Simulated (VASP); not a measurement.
The system is C.

```
CELL_PARAMETERS angstrom
0.00000 1.77693 1.77693
1.77693 0.00000 1.77693
1.77693 1.77693 0.00000
ATOMIC_POSITIONS crystal
C 0.00000 0.00000 0.00000
C 0.25000 0.25000 0.25000
```

Base run:

- Program: VASP 6.6.1
- Functional: PBEsol
- Potentials or basis: VASP PAW PBE potentials, release 64 (C_h)
- Cutoff: 910 eV
- k mesh: 8 × 8 × 8
- Occupations: gaussian, width 0.1 eV
- Spin: no spin polarisation

Its results: band gap on the k mesh 4.03 eV, indirect (least direct gap 5.57 eV); pressure 0.0 GPa.

The run is repeated on the same cell with these changes: potentials or basis from VASP PAW PBE potentials, release 64 (C_h) to VASP PAW PBE potentials, release 64 (C); cutoff from 910 eV to 520 eV. What comes out?

Band gap on the k mesh 4.03 eV, indirect (least direct gap 5.57 eV); pressure 1.1 GPa.

Caveats: the PAW data sets were made with another functional, which shifts forces and pressure a little; the cutoff is under 1.25 times the usual one of these potentials, so pressure, stress and relaxed cells hold a basis-set (Pulay) error (some runs).

A k mesh can miss the band edges.
